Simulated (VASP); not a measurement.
# MnO (Fm-3m) in VASP: a series of runs

Runs on MnO. Level: PBE. Tasks: single point.

Program: VASP 6.6.1. These are calculated values, not measurements. Logs are shortened: lines on timing, memory, paths and dates and some standing lists are left out, and cuts for length are marked.

## Step 1: The cell of the first run

The structure is cubic, space group Fm-3m (No. 225). Conventional cell: a = 4.444 Å, b = 4.444 Å, c = 4.444 Å, α = 90.00°, β = 90.00°, γ = 90.00°. Within 2.9 Å of Mn (site symmetry m-3m) lie 6 O at 2.22 Å. O (site symmetry m-3m) has 6 Mn at 2.22 Å within 2.9 Å.

## Step 2: Single point, PBE

Input file INCAR:

```
PREC     = Accurate       # precision mode
ENCUT    = 520            # plane-wave cutoff, eV
EDIFF    = 1E-6           # SCF threshold, eV
ISMEAR   = -1             # smearing method
SIGMA    = 0.05           # smearing width, eV
LREAL    = F              # projectors in reciprocal space
LASPH    = T              # aspherical terms in the spheres
NELM     = 100            # most SCF steps
ALGO     = Normal         # electronic algorithm
ISIF     = 2              # what is computed and relaxed
LWAVE    = F              # write WAVECAR
LCHARG   = F              # write CHGCAR
GGA      = PE             # functional
NBANDS   = 16             # bands
```

Input file KPOINTS:

```
regular mesh
0
Gamma
  10 10 10
```

Input file POSCAR:

```
MnO
1.0
    0.0000000000      2.2220003300      2.2220003300
    2.2220003300      0.0000000000      2.2220003300
    2.2220003300      2.2220003300      0.0000000000
Mn O
1 1
Direct
    0.0000000000      0.0000000000      0.0000000000
    0.5000000000      0.5000000000      0.5000000000
```

Potentials or basis: VASP PAW PBE potentials, release 64 (Mn_pv, O).

Started as:

```bash
$ cat potpaw_PBE.64/Mn_pv/POTCAR potpaw_PBE.64/O/POTCAR > POTCAR
$ mpirun -np 1 vasp_std > vasp.out
```

OUTCAR:

```text
PREC = Accurate
   ENCUT = 520
   EDIFF = 1E-6
   ISMEAR = -1
   LREAL = F
   LASPH = T
   NELM = 100
   ISIF = 2
   GGA = PE

 ion  position               nearest neighbor table
   1  0.000  0.000  0.000-   2 2.22   2 2.22   2 2.22   2 2.22   2 2.22   2 2.22
   2  0.500  0.500  0.500-   1 2.22   1 2.22   1 2.22   1 2.22   1 2.22   1 2.22

  LATTYP: Found a face centered cubic cell.
 ALAT       =     4.4440006600

  Lattice vectors:

 A1 = (   0.0000000000,   2.2220003300,   2.2220003300)
 A2 = (   2.2220003300,   0.0000000000,   2.2220003300)
 A3 = (   2.2220003300,   2.2220003300,   0.0000000000)

Analysis of symmetry for initial positions (statically):
=====================================================================
 Subroutine PRICEL returns:
 Original cell was already a primitive cell.

 Routine SETGRP: Setting up the symmetry group for a
 face centered cubic supercell.

 Subroutine GETGRP returns: Found 48 space group operations
 (whereof 48 operations were pure point group operations)
 out of a pool of 48 trial point group operations.

The static configuration has the point symmetry O_h .

Analysis of symmetry for dynamics (positions and initial velocities):
=====================================================================
 Subroutine PRICEL returns:
 Original cell was already a primitive cell.

 Routine SETGRP: Setting up the symmetry group for a
 face centered cubic supercell.

 Subroutine GETGRP returns: Found 48 space group operations
 (whereof 48 operations were pure point group operations)
 out of a pool of 48 trial point group operations.

The dynamic configuration has the point symmetry O_h .

 Subroutine INISYM returns: Found 48 space group operations
 (whereof 48 operations are pure point group operations),
 and found     1 'primitive' translations

----------------------------------------------------------------------------------------

                                     Primitive cell

  volume of cell :      21.9413

  direct lattice vectors                    reciprocal lattice vectors
     0.000000000  2.222000330  2.222000330    -0.225022469  0.225022469  0.225022469
     2.222000330  0.000000000  2.222000330     0.225022469 -0.225022469  0.225022469
     2.222000330  2.222000330  0.000000000     0.225022469  0.225022469 -0.225022469

  length of vectors
[... 74 lines left out ...]
   ISTART =      0    job   : 0-new  1-cont  2-samecut
   ICHARG =      2    charge: 1-file 2-atom 10-const
   ISPIN  =      1    spin polarized calculation?
   LNONCOLLINEAR =      F non collinear calculations
   LSORBIT =      F    spin-orbit coupling
   LASPH  =      T    aspherical Exc in radial PAW
   ENCUT  =  520.0 eV  38.22 Ry    6.18 a.u.   5.84  5.84  5.84*2*pi/ulx,y,z
   NELM   =    100;   NELMIN=  2; NELMDL= -5     # of ELM steps
   EDIFF  = 0.1E-05   stopping-criterion for ELM
   LREAL  =      F    real-space projection
   EDIFFG = 0.1E-04   stopping-criterion for IOM
   NSW    =      0    number of steps for IOM
   IBRION =     -1    ionic relax: 0-MD 1-quasi-New 2-CG
   NFREE  =      0    steps in history (QN), initial steepest desc. (CG)
   ISIF   =      2    stress and relaxation
   ISYM   =      2    0-nonsym 1-usesym 2-fastsym
   POTIM  = 0.5000    time-step for ionic-motion
   TEBEG  =    0.0;   TEEND  =   0.0 temperature during run
   PSTRESS=    0.0 pullay stress
   NELECT =      19.0000    total number of electrons
   NUPDOWN=      -1.0000    fix difference up-down
   EMIN   =  10.00;   EMAX   =-10.00  energy-range for DOS
   EFERMI =   0.00;   METHOD = LEGACY
   ISMEAR =    -1;   SIGMA  =   0.05  broadening in eV -4-tet -1-fermi 0-gaus
   EFERMI_NEDOS =   21; number of points for ismear=-14 and -15
   IALGO  =     38    algorithm
   IMIX   =      4    mixing-type and parameters
     AMIX     =   0.40;   BMIX     =  1.00
     AMIX_MAG =   1.60;   BMIX_MAG =  1.00
  volume/ion in A,a.u.               =      10.97        74.03
  Fermi-wavevector in a.u.,A,eV,Ry     =   1.560409  2.948746 33.128523  2.434878
  Thomas-Fermi vector in A             =   2.663626
   LORBIT       =      0    0 simple, 1 ext, 2 COOP (PROOUT), +10 PAW based schemes
   GGA     = PE    functional components
   LHFCALC =     F    Hartree Fock is set to
   AEXX    =    0.0000 exact exchange contribution
   IVDW    =     0    specifies the selected vdW correction
   LEPSILON=     F    determine dielectric tensor
   LRPA    =     F    only Hartree local field effects (RPA)
 non-spin polarized calculation
  energy-cutoff  :      520.00
  volume of cell :       21.94
 maximum number of plane-waves:       609
   NGX = 11   NGY = 11   NGZ = 11

 number of electron      18.9999992 magnetization

 Free energy of the ion-electron system (eV)
  ---------------------------------------------------
  ext. energy  EPLUGINS =         0.00000000
  ---------------------------------------------------
  free energy    TOTEN  =       -14.27343159 eV

  energy without entropy =      -14.20787408  energy(sigma->0) =      -14.24065283

 E-fermi :   7.0330     XC(G=0): -12.0169

 val. band max:        7.0307166324   @ k =   0.4000   0.3000   0.1000
 cond. band min:       7.0387862424   @ k =   0.3000   0.2000   0.0000
 fundamental gap:      0.0080696100
 Fermi energy:         7.0330122653

 k-point     1 :       0.0000    0.0000    0.0000
  band No.  band energies     occupation
      1     -41.0678      2.00000
      2     -41.0678      2.00000
      3     -41.0678      2.00000
      4     -13.1437      2.00000
      5       3.2930      2.00000
      6       3.2930      2.00000
[... 433 lines left out ...]
      3     -41.0871      2.00000
      4     -12.3811      2.00000
      5       0.3243      2.00000
      6       2.1405      2.00000
[... 8 lines left out ...]
     15      18.3973      0.00000
     16      21.4532      0.00000

 [... further k-points ...]
[... 5 lines left out ...]
  --------------------------------------------------------------------------------------
  -------------------------------------------------------------------------------------
  Total       -4.5844557     -4.5844557     -4.5844557     -0.0000000     -0.0000000     -0.0000000
  in kB     -334.7618902   -334.7618902   -334.7618902     -0.0000000     -0.0000000     -0.0000000
  external PRESSURE =    -334.7618902 kB  Pullay stress =       0.0000000 kB

 VOLUME and BASIS-vectors are now :
 -----------------------------------------------------------------------------
  energy-cutoff  :      520.00
  volume of cell :       21.94
      direct lattice vectors                 reciprocal lattice vectors
     0.000000000  2.222000330  2.222000330    -0.225022469  0.225022469  0.225022469
     2.222000330  0.000000000  2.222000330     0.225022469 -0.225022469  0.225022469
     2.222000330  2.222000330  0.000000000     0.225022469  0.225022469 -0.225022469

 POSITION                                       TOTAL-FORCE (eV/Angst)
 -----------------------------------------------------------------------------------
      0.00000      0.00000      0.00000        -0.000000     -0.000000      0.000000
      2.22200      2.22200      2.22200         0.000000      0.000000     -0.000000
 -----------------------------------------------------------------------------------
    total drift:                                0.000000     -0.000000     -0.000000

  FREE ENERGIE OF THE ION-ELECTRON SYSTEM (eV)
  ---------------------------------------------------
  free  energy   TOTEN  =       -14.2734315897 eV

  energy  without entropy=      -14.2078740793  energy(sigma->0) =      -14.24065283
```

OSZICAR:

```text
N       E                     dE             d eps       ncg     rms          rms(c)
DAV:   1     0.155076573617E+03    0.15508E+03   -0.10751E+04  1512   0.139E+03
DAV:   2    -0.105618917608E+02   -0.16564E+03   -0.15830E+03  1672   0.370E+02
DAV:   3    -0.171574624523E+02   -0.65956E+01   -0.65336E+01  1584   0.810E+01
DAV:   4    -0.172088301733E+02   -0.51368E-01   -0.51363E-01  1728   0.750E+00
DAV:   5    -0.172095481105E+02   -0.71794E-03   -0.71794E-03  1600   0.874E-01    0.141E+01
DAV:   6    -0.174994773162E+02   -0.28993E+00   -0.28413E+01  1728   0.596E+01    0.211E+01
DAV:   7    -0.143896911409E+02    0.31098E+01   -0.24129E+01  1656   0.482E+01    0.480E+00
DAV:   8    -0.142657239104E+02    0.12397E+00   -0.75735E-01  1512   0.854E+00    0.177E+00
DAV:   9    -0.142824374725E+02   -0.16714E-01   -0.95561E-02  1584   0.260E+00    0.876E-01
DAV:  10    -0.142755664546E+02    0.68710E-02   -0.79491E-03  1584   0.111E+00    0.476E-01
DAV:  11    -0.142736896633E+02    0.18768E-02   -0.66763E-03  1960   0.798E-01    0.162E-01
DAV:  12    -0.142738854632E+02   -0.19580E-03   -0.13378E-03  1632   0.460E-01    0.199E-01
DAV:  13    -0.142734277143E+02    0.45775E-03   -0.66160E-04  2048   0.322E-01    0.198E-02
DAV:  14    -0.142734312555E+02   -0.35412E-05   -0.72018E-05  1528   0.802E-02    0.562E-03
DAV:  15    -0.142734315897E+02   -0.33424E-06   -0.26204E-06  1520   0.159E-02
   1 F= -.14273432E+02 E0= -.14240653E+02  d E =-.655575E-01
```

stdout:

```text
POSCAR found type information on POSCAR MnO
 POSCAR found :  2 types and       2 ions
 scaLAPACK will be used
 LDA part: xc-table for (Slater+PW92), standard interpolation
 POSCAR, INCAR and KPOINTS ok, starting setup
 FFT: planning ... GRIDC
 FFT: planning ... GRID_SOFT
 FFT: planning ... GRID
 WAVECAR not read
 entering main loop
```

Run time: 12 s. Hardware: 1 thread of Intel Xeon Platinum 8259CL at 2.50GHz (Skylake/Cascade Lake), shared host; peak memory 0.14 GiB.

Results:

```yaml
Free_energy: -14.2734 eV
Pressure: -33.5 GPa
Band_gap_on_the_k_mesh: zero (an odd number of electrons rules out a gap without spin polarisation)
```

Caveat: the cell stands under tension; an odd number of electrons without spin polarisation forces a metal; a magnetic or distorted state may lie lower; the run has no spin polarisation, though such a crystal can be magnetic; semilocal functionals often make such compounds metallic where correlation or magnetic order opens a gap, which also shifts bond lengths. With open d or f shells a metallic result of PBE can be an artefact of self-interaction; +U or a hybrid may open a gap.

## Step 3: Single point, PBE, collinear spin, ferromagnetic start

Input file INCAR:

```
SYSTEM = MnO
ALGO = Normal ; EDIFF = 1E-7
ENCUT = 520 ; GGA = PE
ISIF = 2 ; ISMEAR = -1
ISPIN = 2 ; LASPH = .True.
LCHARG = .True. ; LELF = .True.
LMAXMIX = 4 ; LORBIT = 11
LREAL = .False. ; LVHAR = .True.
LWAVE = .False. ; MAGMOM = -4.2 0
NBANDS = 20 ; NELM = 150
PREC = Accurate ; SIGMA = 0.05
```

Input file KPOINTS:

```
k-points
0
Gamma
  10 10 10
  0 0 0
```

POSCAR is that of step 2.

Potentials or basis: VASP PAW PBE potentials, release 64 (Mn_pv, O).

Started as:

```bash
$ cat potpaw_PBE.64/Mn_pv/POTCAR potpaw_PBE.64/O/POTCAR > POTCAR
$ mpirun -np 1 vasp_std > vasp.out
```

OUTCAR:

```text
SYSTEM = MnO
   EDIFF = 1E-7
   ENCUT = 520
   GGA = PE
   ISIF = 2
   ISMEAR = -1
   ISPIN = 2
   LASPH = .True.
   LORBIT = 11
   LREAL = .False.
   NELM = 150
   PREC = Accurate

 ion  position               nearest neighbor table
   1  0.000  0.000  0.000-   2 2.22   2 2.22   2 2.22   2 2.22   2 2.22   2 2.22
   2  0.500  0.500  0.500-   1 2.22   1 2.22   1 2.22   1 2.22   1 2.22   1 2.22

  LATTYP: Found a face centered cubic cell.
 ALAT       =     4.4440006600

  Lattice vectors:

 A1 = (   0.0000000000,   2.2220003300,   2.2220003300)
 A2 = (   2.2220003300,   0.0000000000,   2.2220003300)
 A3 = (   2.2220003300,   2.2220003300,   0.0000000000)

Analysis of symmetry for initial positions (statically):
=====================================================================
 Subroutine PRICEL returns:
 Original cell was already a primitive cell.

 Routine SETGRP: Setting up the symmetry group for a
 face centered cubic supercell.

 Subroutine GETGRP returns: Found 48 space group operations
 (whereof 48 operations were pure point group operations)
 out of a pool of 48 trial point group operations.

The static configuration has the point symmetry O_h .

Analysis of symmetry for dynamics (positions and initial velocities):
=====================================================================
 Subroutine PRICEL returns:
 Original cell was already a primitive cell.

 Routine SETGRP: Setting up the symmetry group for a
 face centered cubic supercell.

 Subroutine GETGRP returns: Found 48 space group operations
 (whereof 48 operations were pure point group operations)
 out of a pool of 48 trial point group operations.

The dynamic configuration has the point symmetry O_h .

Analysis of structural, dynamic, and magnetic symmetry:
=====================================================================
 Subroutine PRICEL returns:
 Original cell was already a primitive cell.

 Routine SETGRP: Setting up the symmetry group for a
 face centered cubic supercell.

 Subroutine GETGRP returns: Found 48 space group operations
[... 146 lines left out ...]
  free energy    TOTEN  =       -16.40602977 eV

  energy without entropy =      -16.39869394  energy(sigma->0) =      -16.40236186

 E-fermi :   7.5615     XC(G=0): -11.8673

 val. band max:        7.5511511405   @ k =   0.5000   0.1000   0.0000
 cond. band min:       7.5710231874   @ k =   0.4000   0.0000   0.0000
 fundamental gap:      0.0198720469
 Fermi energy:         7.5614888575

 spin component 1

 k-point     1 :       0.0000    0.0000    0.0000
  band No.  band energies     occupation
      1     -38.1357      1.00000
      2     -38.1357      1.00000
      3     -38.1357      1.00000
      4     -12.2725      1.00000
      5       4.2009      1.00000
      6       4.2009      1.00000
[... 541 lines left out ...]
     19      33.3041      0.00000
     20      35.0694      0.00000

 [... further k-points ...]

 spin component 2

 k-point     1 :       0.0000    0.0000    0.0000
  band No.  band energies     occupation
      1     -42.8147      1.00000
      2     -42.8147      1.00000
      3     -42.8147      1.00000
      4     -12.7203      1.00000
      5       3.8086      1.00000
      6       3.8086      1.00000
[... 541 lines left out ...]
     19      32.2857      0.00000
     20      34.0410      0.00000

 [... further k-points ...]

------------------------ aborting loop because EDIFF is reached ----------------------------------------

  FORCE on cell =-STRESS in cart. coord.  units (eV):
  Direction    XX          YY          ZZ          XY          YZ          ZX
  --------------------------------------------------------------------------------------
  -------------------------------------------------------------------------------------
  Total        0.0795365      0.0795365      0.0795365      0.0000000      0.0000000     -0.0000000
  in kB        5.8078382      5.8078382      5.8078382      0.0000000      0.0000000     -0.0000000
  external PRESSURE =       5.8078382 kB  Pullay stress =       0.0000000 kB

 VOLUME and BASIS-vectors are now :
 -----------------------------------------------------------------------------
  energy-cutoff  :      520.00
  volume of cell :       21.94
      direct lattice vectors                 reciprocal lattice vectors
     0.000000000  2.222000330  2.222000330    -0.225022469  0.225022469  0.225022469
     2.222000330  0.000000000  2.222000330     0.225022469 -0.225022469  0.225022469
     2.222000330  2.222000330  0.000000000     0.225022469  0.225022469 -0.225022469

 POSITION                                       TOTAL-FORCE (eV/Angst)
 -----------------------------------------------------------------------------------
      0.00000      0.00000      0.00000         0.000000      0.000000     -0.000000
      2.22200      2.22200      2.22200        -0.000000     -0.000000      0.000000
 -----------------------------------------------------------------------------------
    total drift:                                0.000000     -0.000000     -0.000000

  FREE ENERGIE OF THE ION-ELECTRON SYSTEM (eV)
  ---------------------------------------------------
  free  energy   TOTEN  =       -16.4060297737 eV

  energy  without entropy=      -16.3986939396  energy(sigma->0) =      -16.40236186

 total charge

# of ion       s       p       d       tot
------------------------------------------
    1        0.203   6.177   4.976  11.355
    2        1.561   3.417   0.000   4.977
--------------------------------------------------
tot          1.763   9.593   4.976  16.332

 magnetization (x)

# of ion       s       p       d       tot
------------------------------------------
    1       -0.034  -0.026  -4.285  -4.344
    2       -0.030  -0.175   0.000  -0.205
--------------------------------------------------
tot         -0.064  -0.201  -4.285  -4.550
```

OSZICAR:

```text
N       E                     dE             d eps       ncg     rms          rms(c)
DAV:   1     0.168459046391E+03    0.16846E+03   -0.10313E+04  3800   0.112E+03
DAV:   2    -0.102582153011E+02   -0.17872E+03   -0.16666E+03  3908   0.328E+02
DAV:   3    -0.186915539873E+02   -0.84333E+01   -0.83451E+01  4248   0.763E+01
DAV:   4    -0.187537159323E+02   -0.62162E-01   -0.62148E-01  4316   0.678E+00
DAV:   5    -0.187542594446E+02   -0.54351E-03   -0.54350E-03  4216   0.630E-01    0.138E+01
DAV:   6    -0.166857350804E+02    0.20685E+01   -0.94880E+00  5124   0.337E+01    0.129E+01
DAV:   7    -0.164172843641E+02    0.26845E+00   -0.12228E+00  4340   0.156E+01    0.782E+00
DAV:   8    -0.164164893345E+02    0.79503E-03   -0.11175E-01  4104   0.250E+00    0.465E+00
DAV:   9    -0.164033417435E+02    0.13148E-01   -0.35945E-02  3936   0.202E+00    0.121E+00
DAV:  10    -0.164054332089E+02   -0.20915E-02   -0.65319E-03  4116   0.943E-01    0.286E-01
DAV:  11    -0.164059625415E+02   -0.52933E-03   -0.86751E-04  4280   0.289E-01    0.986E-02
DAV:  12    -0.164060105178E+02   -0.47976E-04   -0.47725E-05  4196   0.847E-02    0.405E-02
DAV:  13    -0.164060229498E+02   -0.12432E-04   -0.11253E-05  4208   0.291E-02    0.302E-02
DAV:  14    -0.164060297735E+02   -0.68237E-05   -0.39210E-06  4172   0.169E-02    0.567E-03
DAV:  15    -0.164060297737E+02   -0.16644E-09   -0.22915E-07  4284   0.426E-03
   1 F= -.16406030E+02 E0= -.16402362E+02  d E =-.733583E-02  mag=    -4.7888
```

It took 29 s on 1 thread of Intel Xeon Platinum 8259CL at 2.50GHz (Skylake/Cascade Lake), shared host; peak memory 0.16 GiB.

What came out:

| Quantity | Value |
| --- | --- |
| Free energy | -16.4060 eV |
| Pressure | 0.6 GPa |
| Net moment | -4.79 μB per cell |
| Site moments | Mn -4.34; O -0.20 μB |
| Valence electrons inside the program's atomic spheres | Mn 11.36; O 4.98 |

Caveat: a cell with one magnetic atom can't hold antiferromagnetic order, which such compounds often take; semilocal functionals often make such compounds metallic where correlation or magnetic order opens a gap, which also shifts bond lengths. With open d or f shells a metallic result of PBE can be an artefact of self-interaction; +U or a hybrid may open a gap.
